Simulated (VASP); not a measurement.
# SiC (P6_3mc) in VASP: further runs

The runs below take SiC through single point, relaxation of cell and atoms, with PBEsol, r2SCAN+rVV10.

Program: VASP 6.6.1. These are calculated values, not measurements. Logs are shortened: lines on timing, memory, paths and dates and some standing lists are left out, and cuts for length are marked.

### 1 The cell of the first run

The structure is hexagonal, space group P6_3mc (No. 186). The conventional cell has a = 3.078 Å, b = 3.078 Å, c = 10.076 Å, α = 90.00°, β = 90.00°, γ = 120.00°. Si (site symmetry 3m) has 4 C at 1.88 to 1.89 Å within 2.5 Å. Within 2.5 Å of Si (site symmetry 3m) lie 4 C at 1.89 Å. Within 2.5 Å of C (site symmetry 3m) lie 4 Si at 1.89 Å. Within 2.5 Å of C (site symmetry 3m) lie 4 Si at 1.88 to 1.89 Å.

### 2 Single point, PBEsol

The input, INCAR:

```
ALGO = Normal
EDIFF = 1E-6
ENCUT = 520
GGA = PS
ISIF = 2
ISMEAR = -1
LASPH = T
LCHARG = F
LREAL = F
LWAVE = F
NBANDS = 26
NELM = 80
PREC = Accurate
SIGMA = 0.03
```

The input, KPOINTS:

```
k-points
0
Gamma
  9 9 2
```

The input, POSCAR:

```
SiC
1.0
    3.0779404502      0.0000000000      0.0000000000
   -1.5389702251      2.6655746212      0.0000000000
    0.0000000000      0.0000000000     10.0759808918
Si C
4 4
Direct
    0.0000000000      0.0000000000     -0.0001559841
    0.3333333333      0.6666666667      0.2499086484
    0.0000000000      0.0000000000      0.4998440159
    0.6666666667      0.3333333333      0.7499086484
    0.0000000000      0.0000000000      0.1873004468
    0.3333333333      0.6666666667      0.4379468889
    0.0000000000      0.0000000000      0.6873004468
    0.6666666667      0.3333333333      0.9379468889
```

Potentials or basis: VASP PAW PBE potentials, release 64 (Si, C).

Command:

```console
cat potpaw_PBE.64/Si/POTCAR potpaw_PBE.64/C/POTCAR > POTCAR
mpirun -np 1 vasp_std > vasp.out
```

OUTCAR:

```text
EDIFF = 1E-6
   ENCUT = 520
   GGA = PS
   ISIF = 2
   ISMEAR = -1
   LASPH = T
   LREAL = F
   NELM = 80
   PREC = Accurate

 ion  position               nearest neighbor table
   1  0.000  0.000  1.000-   8 1.88   8 1.88   8 1.88   5 1.89   4 3.08   4 3.08   4 3.08   2 3.08
                             2 3.08   2 3.08
   2  0.333  0.667  0.250-   5 1.89   5 1.89   5 1.89   6 1.89   3 3.08   3 3.08   3 3.08   1 3.08
                             1 3.08   1 3.08
   3  0.000  0.000  0.500-   6 1.88   6 1.88   6 1.88   7 1.89   2 3.08   2 3.08   2 3.08   4 3.08
                             4 3.08   4 3.08
   4  0.667  0.333  0.750-   7 1.89   7 1.89   7 1.89   8 1.89   1 3.08   1 3.08   1 3.08   3 3.08
                             3 3.08   3 3.08
   5  0.000  0.000  0.187-   2 1.89   2 1.89   2 1.89   1 1.89
   6  0.333  0.667  0.438-   3 1.88   3 1.88   3 1.88   2 1.89
   7  0.000  0.000  0.687-   4 1.89   4 1.89   4 1.89   3 1.89
   8  0.667  0.333  0.938-   1 1.88   1 1.88   1 1.88   4 1.89

  LATTYP: Found a hexagonal cell.
 ALAT       =     3.0779404502
 C/A-ratio  =     3.2736113823

  Lattice vectors:

 A1 = (   3.0779404502,   0.0000000000,   0.0000000000)
 A2 = (  -1.5389702251,   2.6655746212,   0.0000000000)
 A3 = (   0.0000000000,   0.0000000000,  10.0759808918)

Analysis of symmetry for initial positions (statically):
=====================================================================
 Subroutine PRICEL returns:
 Original cell was already a primitive cell.

 Routine SETGRP: Setting up the symmetry group for a
 hexagonal supercell.

 Subroutine GETGRP returns: Found 12 space group operations
 (whereof  6 operations were pure point group operations)
 out of a pool of 24 trial point group operations.

The static configuration has the point symmetry C_3v.
 The point group associated with its full space group is C_6v.

Analysis of symmetry for dynamics (positions and initial velocities):
=====================================================================
 Subroutine PRICEL returns:
 Original cell was already a primitive cell.

 Routine SETGRP: Setting up the symmetry group for a
 hexagonal supercell.

 Subroutine GETGRP returns: Found 12 space group operations
 (whereof  6 operations were pure point group operations)
 out of a pool of 24 trial point group operations.

The dynamic configuration has the point symmetry C_3v.
 The point group associated with its full space group is C_6v.

 Subroutine INISYM returns: Found 12 space group operations
 (whereof  6 operations are pure point group operations),
 and found     1 'primitive' translations

----------------------------------------------------------------------------------------

                                     Primitive cell

  volume of cell :      82.6682

  direct lattice vectors                    reciprocal lattice vectors
     3.077940450  0.000000000  0.000000000     0.324892575  0.187576816  0.000000000
    -1.538970225  2.665574621  0.000000000     0.000000000  0.375153632  0.000000000
     0.000000000  0.000000000 10.075980892     0.000000000  0.000000000  0.099245921

  length of vectors
     3.077940450  3.077940450 10.075980892     0.375153632  0.375153632  0.099245921

  position of ions in fractional coordinates (direct lattice)
     0.000000000  0.000000000  0.999844016
     0.333333333  0.666666667  0.249908648
     0.000000000  0.000000000  0.499844016
     0.666666667  0.333333333  0.749908648
     0.000000000  0.000000000  0.187300447
     0.333333333  0.666666667  0.437946889
     0.000000000  0.000000000  0.687300447
     0.666666667  0.333333333  0.937946889

  ion indices of the primitive-cell ions
   primitive index   ion index
                 1           1
                 2           2
                 3           3
                 4           4
                 5           5
                 6           6
                 7           7
                 8           8

----------------------------------------------------------------------------------------

 KPOINTS: k-points

Automatic generation of k-mesh.
 Grid dimensions read from file:
 generate k-points for:    9    9    2

 Generating k-lattice:

  Cartesian coordinates                     Fractional coordinates (reciprocal lattice)
     0.036099175  0.020841868  0.000000000     0.111111111  0.000000000  0.000000000
     0.000000000  0.041683737  0.000000000     0.000000000  0.111111111  0.000000000
     0.000000000  0.000000000  0.049622960     0.000000000  0.000000000  0.500000000

  Length of vectors
     0.041683737  0.041683737  0.049622960

  Shift w.r.t. Gamma in fractional coordinates (k-lattice)
     0.000000000  0.000000000  0.000000000

 Subroutine IBZKPT returns following result:
 ===========================================

 Found     24 irreducible k-points:

 Following reciprocal coordinates:
            Coordinates               Weight
  0.000000  0.000000  0.000000      1.000000
  0.111111  0.000000  0.000000      6.000000
  0.222222  0.000000  0.000000      6.000000
  0.333333  0.000000  0.000000      6.000000
  0.444444  0.000000  0.000000      6.000000
  0.111111  0.111111  0.000000      6.000000
[... 16 lines left out ...]
  0.333333  0.222222  0.500000     12.000000
  0.333333  0.333333  0.500000      2.000000
   k-points           NKPTS =     24   k-points in BZ     NKDIM =     24   number of bands    NBANDS=     26
   number of dos      NEDOS =    301   number of ions     NIONS =      8
   total plane-waves  NPLWV =  46080
   dimension x,y,z NGX =    24 NGY =   24 NGZ =   80
   dimension x,y,z NGXF=    48 NGYF=   48 NGZF=  160
   ions per type =               4   4
   NGX,Y,Z   is equivalent  to a cutoff of  12.96, 12.96, 13.20 a.u.
   NGXF,Y,Z  is equivalent  to a cutoff of  25.93, 25.93, 26.40 a.u.
 SYSTEM =  unknown system
   PREC   = accura    normal or accurate (medium, high low for compatibility)
   ISTART =      0    job   : 0-new  1-cont  2-samecut
   ICHARG =      2    charge: 1-file 2-atom 10-const
   ISPIN  =      1    spin polarized calculation?
   LNONCOLLINEAR =      F non collinear calculations
   LSORBIT =      F    spin-orbit coupling
   LASPH  =      T    aspherical Exc in radial PAW
   ENCUT  =  520.0 eV  38.22 Ry    6.18 a.u.   5.72  5.72 18.73*2*pi/ulx,y,z
   NELM   =     80;   NELMIN=  2; NELMDL= -5     # of ELM steps
   EDIFF  = 0.1E-05   stopping-criterion for ELM
   LREAL  =      F    real-space projection
   EDIFFG = 0.1E-04   stopping-criterion for IOM
   NSW    =      0    number of steps for IOM
   IBRION =     -1    ionic relax: 0-MD 1-quasi-New 2-CG
   NFREE  =      0    steps in history (QN), initial steepest desc. (CG)
   ISIF   =      2    stress and relaxation
   ISYM   =      2    0-nonsym 1-usesym 2-fastsym
   POTIM  = 0.5000    time-step for ionic-motion
   TEBEG  =    0.0;   TEEND  =   0.0 temperature during run
   PSTRESS=    0.0 pullay stress
   NELECT =      32.0000    total number of electrons
   NUPDOWN=      -1.0000    fix difference up-down
   EMIN   =  10.00;   EMAX   =-10.00  energy-range for DOS
   EFERMI =   0.00;   METHOD = LEGACY
   ISMEAR =    -1;   SIGMA  =   0.03  broadening in eV -4-tet -1-fermi 0-gaus
   EFERMI_NEDOS =   21; number of points for ismear=-14 and -15
   IALGO  =     38    algorithm
   IMIX   =      4    mixing-type and parameters
     AMIX     =   0.40;   BMIX     =  1.00
     AMIX_MAG =   1.60;   BMIX_MAG =  1.00
  volume/ion in A,a.u.               =      10.33        69.73
  Fermi-wavevector in a.u.,A,eV,Ry     =   1.193105  2.254642 19.367889  1.423500
  Thomas-Fermi vector in A             =   2.329127
   LORBIT       =      0    0 simple, 1 ext, 2 COOP (PROOUT), +10 PAW based schemes
   GGA     = PS    functional components
   LHFCALC =     F    Hartree Fock is set to
   AEXX    =    0.0000 exact exchange contribution
   IVDW    =     0    specifies the selected vdW correction
   LEPSILON=     F    determine dielectric tensor
   LRPA    =     F    only Hartree local field effects (RPA)
 non-spin polarized calculation
  energy-cutoff  :      520.00
  volume of cell :       82.67
 maximum number of plane-waves:      2246
 NGX is ok and might be reduce to    24
   NGX = 11   NGY = 11   NGZ = 37

 number of electron      32.0000001 magnetization

 Free energy of the ion-electron system (eV)
  ---------------------------------------------------
  ext. energy  EPLUGINS =         0.00000000
  ---------------------------------------------------
  free energy    TOTEN  =       -63.67009199 eV

  energy without entropy =      -63.67009199  energy(sigma->0) =      -63.67009199

 E-fermi :   8.7996     XC(G=0): -11.5071

 val. band max:        8.1372098654   @ k =   0.0000   0.0000   0.0000
 cond. band min:      10.3609902792   @ k =   0.4444   0.0000   0.0000
 fundamental gap:      2.2237804138
 Fermi energy:         8.7996053345

 k-point     1 :       0.0000    0.0000    0.0000
  band No.  band energies     occupation
      1      -7.3734      2.00000
      2      -6.1890      2.00000
      3      -6.1533      2.00000
      4      -3.7650      2.00000
      5      -0.5431      2.00000
      6       3.7320      2.00000
[... 18 lines left out ...]
     25      15.4705      0.00000
     26      16.1224      0.00000

 k-point     2 :       0.1111    0.0000    0.0000
  band No.  band energies     occupation
      1      -7.1583      2.00000
      2      -5.9810      2.00000
      3      -5.9442      2.00000
      4      -3.5837      2.00000
      5      -0.3451      2.00000
      6       3.7913      2.00000
[... 18 lines left out ...]
     25      15.7770      0.00000
[... 608 lines left out ...]
     25      17.3600      0.00000
     26      17.3600      0.00000

 k-point    24 :       0.3333    0.3333    0.5000
  band No.  band energies     occupation
      1      -2.7256      2.00000
      2      -2.7256      2.00000
      3      -2.6489      2.00000
      4      -2.6489      2.00000
      5       0.7295      2.00000
      6       0.7295      2.00000
[... 18 lines left out ...]
     25      18.3575      0.00000
     26      18.4393      0.00000

------------------------ aborting loop because EDIFF is reached ----------------------------------------

  FORCE on cell =-STRESS in cart. coord.  units (eV):
  Direction    XX          YY          ZZ          XY          YZ          ZX
  --------------------------------------------------------------------------------------
  -------------------------------------------------------------------------------------
  Total        0.1910453      0.1910453      0.1898954      0.0000000      0.0000000      0.0000000
  in kB        3.7026141      3.7026141      3.6803295      0.0000000      0.0000000      0.0000000
  external PRESSURE =       3.6951859 kB  Pullay stress =       0.0000000 kB

 VOLUME and BASIS-vectors are now :
 -----------------------------------------------------------------------------
  energy-cutoff  :      520.00
  volume of cell :       82.67
      direct lattice vectors                 reciprocal lattice vectors
     3.077940450  0.000000000  0.000000000     0.324892575  0.187576816  0.000000000
    -1.538970225  2.665574621  0.000000000     0.000000000  0.375153632  0.000000000
     0.000000000  0.000000000 10.075980892     0.000000000  0.000000000  0.099245921

 POSITION                                       TOTAL-FORCE (eV/Angst)
 -----------------------------------------------------------------------------------
      0.00000      0.00000     10.07441        -0.000000      0.000000      0.001405
     -0.00000      1.77705      2.51807         0.000000     -0.000000     -0.000354
      0.00000      0.00000      5.03642         0.000000     -0.000000      0.001405
      1.53897      0.88852      7.55607        -0.000000      0.000000     -0.000354
      0.00000      0.00000      1.88724        -0.000000      0.000000     -0.000842
     -0.00000      1.77705      4.41274        -0.000000      0.000000     -0.000209
      0.00000      0.00000      6.92523         0.000000     -0.000000     -0.000842
      1.53897      0.88852      9.45073         0.000000     -0.000000     -0.000209
 -----------------------------------------------------------------------------------
    total drift:                               -0.000000     -0.000000     -0.000078

  FREE ENERGIE OF THE ION-ELECTRON SYSTEM (eV)
  ---------------------------------------------------
  free  energy   TOTEN  =       -63.6700919872 eV

  energy  without entropy=      -63.6700919872  energy(sigma->0) =      -63.67009199
```

It took 28 s on 1 thread of AMD EPYC 9R45 (Zen 5), shared host; peak memory 0.18 GiB.

What came out:

```yaml
Free_energy: -63.6701 eV
Pressure: 0.4 GPa
Band_gap_on_the_k_mesh: 2.22 eV, indirect (least direct gap 3.32 eV)
```

Caveat: the PAW data sets were made with another functional, which shifts forces and pressure a little. A k mesh can miss the band edges.

### 3 Relaxation of cell and atoms, PBEsol

This run uses another cell than the first one, of 9.15 Å³/atom, 0.886 times its volume.

The input, INCAR:

```
SYSTEM = SiC
ALGO = Normal ; EDIFF = 1E-7
EDIFFG = -0.01 ; ENCUT = 600
GGA = PS ; IBRION = 2
ISIF = 3 ; ISMEAR = -1
LASPH = .TRUE. ; LCHARG = .FALSE.
LREAL = .FALSE. ; LWAVE = .FALSE.
NELM = 100 ; NSW = 100
PREC = Accurate ; SIGMA = 0.03
```

The input, KPOINTS:

```
k-points
0
G
  9 9 2
  0 0 0
```

The input, POSCAR:

```
SiC
1.0
    2.9581671127      0.0000000000      0.0000000000
   -1.4790835564      2.5618478682      0.0000000000
    0.0000000000      0.0000000000      9.6613737901
Si C
4 4
Direct
    0.0000000000      0.0000000000      0.0000000000
    0.3333333333      0.6666666667      0.2500000000
    0.0000000000      0.0000000000      0.5000000000
    0.6666666667      0.3333333333      0.7500000000
    0.0000000000      0.0000000000      0.1875000000
    0.3333333333      0.6666666667      0.4375000000
    0.0000000000      0.0000000000      0.6875000000
    0.6666666667      0.3333333333      0.9375000000
```

Potentials or basis: VASP PAW PBE potentials, release 64 (Si, C).

Command:

```console
cat potpaw_PBE.64/Si/POTCAR potpaw_PBE.64/C/POTCAR > POTCAR
mpirun -np 1 vasp_std > vasp.out
```

Wall time 2.2 min (1 thread of AMD EPYC 9R45 (Zen 5), shared host); peak memory 0.19 GiB.

Results (log left out):

```yaml
Free_energy: -63.6670 eV
Relaxed_volume: 10.35 Å³/atom
Relaxed_cell: a = 3.080 Å, b = 3.080 Å, c = 10.082 Å, α = 90.00°, β = 90.00°, γ = 120.00°
Space_group_after_relaxing_to_0.05_Å: P6_3mc (No. 186)
Energy_gained_by_relaxing: 116.4 meV/atom
Ionic_steps: 8
Pressure_after_relaxing: -0.1 GPa
Band_gap_on_the_k_mesh: 2.22 eV, indirect (least direct gap 3.32 eV)
```

Forces on the atoms (eV/Å):
```
Si   0.000  0.000  0.003
Si   0.000  0.000  0.002
Si   0.000  0.000  0.003
Si   0.000  0.000  0.002
C    0.000  0.000 -0.003
C    0.000  0.000 -0.002
C    0.000  0.000 -0.003
C    0.000  0.000 -0.002
```

Step by step:
| step | energy change (eV) | largest force (eV/Å) | pressure (GPa) | volume (Å³) |
| --- | --- | --- | --- | --- |
| 1 | 0.0000 | 0.2065 | 34.37 | 73.22 |
| 2 | 0.2183 | 0.1633 | -24.50 | 96.05 |
| 3 | -0.9302 | 0.0600 | -0.77 | 83.08 |
| 4 | -0.9309 | 0.0568 | -0.09 | 82.82 |
| 5 | -0.9307 | 0.0543 | 0.45 | 82.62 |
| 6 | -0.9308 | 0.0389 | 0.41 | 82.64 |
| 7 | -0.9309 | 0.0061 | 0.42 | 82.63 |
| 8 | -0.9311 | 0.0030 | -0.08 | 82.82 |

Final structure:
```yaml
crystal:
  lattice:
    - [3.07983, 0.00000, 0.00000]
    - [-1.53991, 2.66721, 0.00000]
    - [0.00000, 0.00000, 10.08164]
  atoms:
    - { symbol: Si, position: [0.00000, 0.00000, 0.99984] }
    - { symbol: Si, position: [0.33333, 0.66667, 0.24990] }
    - { symbol: Si, position: [0.00000, 0.00000, 0.49984] }
    - { symbol: Si, position: [0.66667, 0.33333, 0.74990] }
    - { symbol: C, position: [0.00000, 0.00000, 0.18731] }
    - { symbol: C, position: [0.33333, 0.66667, 0.43795] }
    - { symbol: C, position: [0.00000, 0.00000, 0.68731] }
    - { symbol: C, position: [0.66667, 0.33333, 0.93795] }
```

Levels at points of the mesh, in eV from the valence-band top:
```
           k point  band 12  band 13  band 14  band 15  band 16  band 17  band 18  band 19  band 20  band 21
(0.00, 0.00, 0.00)    -0.59    -0.59    -0.05     0.00     0.00     5.02     5.60     6.23     6.24     6.90
(0.00, 0.00, 0.50)    -1.05    -0.21    -0.21    -0.21    -0.21     5.23     5.23     6.68     6.68     6.98
```

Caveat: the PAW data sets were made with another functional, which shifts forces and pressure a little.

### 4 Single point, r2SCAN+rVV10

This run uses another cell than the first one, of 10.30 Å³/atom, 0.997 times its volume.

The input, POSCAR:

```
SiC
1.0
    3.0746966942      0.0000000000      0.0000000000
   -1.5373483471      2.6627654461      0.0000000000
    0.0000000000      0.0000000000     10.0669991743
Si C
4 4
Direct
    0.0000000000      0.0000000000     -0.0001392694
    0.3333333333      0.6666666667      0.2499092820
    0.0000000000      0.0000000000      0.4998607306
    0.6666666667      0.3333333333      0.7499092820
    0.0000000000      0.0000000000      0.1872795385
    0.3333333333      0.6666666667      0.4379504488
    0.0000000000      0.0000000000      0.6872795385
    0.6666666667      0.3333333333      0.9379504488
```

The input, INCAR.step1:

```
  PREC = Accurate
  ENCUT = 520
  ISMEAR = -1
  SIGMA = 0.03
  LREAL = False
  LASPH = True
  NELM = 80
  NBANDS = 26
  GGA = PE
  ALGO = Normal
  EDIFF = 1E-4
  LWAVE = True
  LCHARG = False
```

The input, INCAR.step2:

```
  PREC = Accurate
  ENCUT = 520
  EDIFF = 1E-7
  ISMEAR = -1
  SIGMA = 0.03
  LREAL = False
  LASPH = True
  NELM = 80
  ALGO = Normal
  ISIF = 2
  LWAVE = False
  LCHARG = False
  METAGGA = R2SCAN
  LMIXTAU = True
  LUSE_VDW = True
  IVDW_NL = 2
  BPARAM = 11.95
  CPARAM = 0.0093
  NBANDS = 26
  ISTART = 1
```

The input, KPOINTS:

```
regular mesh
0
Gamma
  12 12 4
```

Command:

```console
cat potpaw_PBE.64/Si/POTCAR potpaw_PBE.64/C/POTCAR > POTCAR
cp INCAR.step1 INCAR
mpirun -np 1 vasp_std > vasp.out
cp INCAR.step2 INCAR
mpirun -np 1 vasp_std > vasp.out
```

Run time: 7 min. Hardware: 1 thread of AMD EPYC 9R45 (Zen 5), shared host; peak memory 0.4 GiB.

The run converged. Its results:

```
Free energy            : -76.8871 eV
Pressure               : -0.1 GPa
Band gap on the k mesh : 2.58 eV, indirect (least direct gap 3.76 eV)
```

Levels at points of the mesh, in eV from the valence-band top:
| k point | band 14 | band 15 | band 16 | band 17 | band 18 | band 19 |
| --- | --- | --- | --- | --- | --- | --- |
| (0.00, 0.00, 0.00) | -0.05 | 0.00 | 0.00 | 5.67 | 6.27 | 6.90 |
| (0.50, 0.00, 0.00) | -2.33 | -1.65 | -1.18 | 2.58 | 2.74 | 4.70 |
| (0.00, 0.00, 0.50) | -0.22 | -0.22 | -0.22 | 5.89 | 5.89 | 7.38 |
| (0.50, 0.00, 0.50) | -2.59 | -1.63 | -1.63 | 3.02 | 3.02 | 4.67 |

Caveat: the PAW data sets were made with another functional, which shifts forces and pressure a little. A k mesh can miss the band edges.

### 5 Overview

| task | level | cell | k mesh | cutoff (eV) | gap on the mesh (eV) | pressure (GPa) |
| --- | --- | --- | --- | --- | --- | --- |
| single point | PBEsol | a = 3.078, b = 3.078, c = 10.076 Å, angles 90.0, 90.0, 120.0°, 8 atoms | 9 × 9 × 2 | 520 | 2.22 | 0.4 |
| relaxation of cell and atoms | PBEsol | relaxed from a = 2.958, b = 2.958, c = 9.661 Å, angles 90.0, 90.0, 120.0°, 8 atoms | 9 × 9 × 2 | 600 | 2.22 | -0.1 |
| single point | r2SCAN+rVV10 | a = 3.075, b = 3.075, c = 10.067 Å, angles 90.0, 90.0, 120.0°, 8 atoms | 12 × 12 × 4 | 520 | 2.58 | -0.1 |

Alike in all rows: potentials or basis VASP PAW PBE potentials, release 64 (Si, C); no spin polarisation; smearing fermi-dirac 0.03 eV.

Caveats: the PAW data sets were made with another functional, which shifts forces and pressure a little.

Total energies depend on the potentials used, so only differences within one code and one set of settings carry meaning.
